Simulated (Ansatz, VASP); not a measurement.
**One calculation of O, two programs**

File INCAR:

```
PREC     = Accurate       # precision mode
ENCUT    = 520            # plane-wave cutoff, eV
EDIFF    = 1E-7           # SCF threshold, eV
ISMEAR   = -1             # smearing method
SIGMA    = 0.05           # smearing width, eV
LREAL    = False          # projectors in reciprocal space
LASPH    = True           # aspherical terms in the spheres
NELM     = 80             # most SCF steps
ALGO     = Normal         # electronic algorithm
ISIF     = 2              # what is computed and relaxed
LWAVE    = False          # write WAVECAR
LCHARG   = True           # write CHGCAR
GGA      = PS             # functional
LELF     = True           # ELF
LVHAR    = True         
NBANDS   = 13             # bands
```

Contents of KPOINTS:

```
regular mesh
0
Gamma
  10 10 7
```

POSCAR

```
O
1.0
    2.8702868662     -1.6734256379      0.0000000000
    2.8702868662      1.6734256379      0.0000000000
   -2.4103494245      0.0000000000      3.6712035365
O
2
Direct
    0.9745461700      0.9745461700      0.8444259800
    0.0254538300      0.0254538300      0.1555740200
```

The input input.yaml:

```yaml
crystal:
  lattice:
    - [2.8702868662, -1.6734256379, 0.0]
    - [2.8702868662, 1.6734256379, 0.0]
    - [-2.4103494245, 0.0, 3.6712035365]
  atoms:
    - { symbol: O, position: [0.97454617, 0.97454617, 0.84442598] }
    - { symbol: O, position: [0.02545383, 0.02545383, 0.15557402] }
hamiltonian:
  xc: pbesol
  pseudopotentials: { kind: paw }
kpoints:
  mp_grid: { grid: [10, 10, 7] }
scf:
  occupations: { method: fermi_dirac, width: 0.05 }
output:
  forces: true
  stress: true
  eigenvalues: true
  write_density: true
  write_potential: true
  elf: true
  volumetric_format: npy
```

Alike in both runs: task single point; functional PBEsol; k mesh 10 × 10 × 7; occupations fermi-dirac, width 0.05 eV; no spin polarisation.

|  | VASP | Ansatz |
| --- | --- | --- |
| version | VASP 6.6.1 | Ansatz 0.2.0 |
| potentials or method | VASP PAW PBE potentials, release 64 (O) | Ansatz PAW |
| plane-wave cutoff (eV) | 520 | 420 |
| valence electrons in the cell | 12 | 12 |

```csv
,VASP,Ansatz,Ansatz less VASP
gap on the k mesh at the Fermi level (eV),none,none,-
pressure (GPa),-2.7,-4.6,-1.87
"traceless stress, the component that is largest in VASP (GPa)",1.96,3.22,+1.265
rms of the force components (eV/Å),0.144,0.782,+0.6378
```

VASP's potentials were made for PBE, not for PBEsol. Atom by atom the forces differ by 0.662 eV/Å (rms over components). A gap of «none» marks a metal or a gap that the smearing closes. One of these differences is far larger than is usual between the two programs; its cause wasn't traced. With one functional, cell and mesh, what is left measures potentials, basis and numerics.

Noted on VASP's run: the standard files for N, O and F lose accuracy on very short bonds; spin is off for a triplet molecule. Noted on Ansatz's run: spin is off for a triplet molecule.
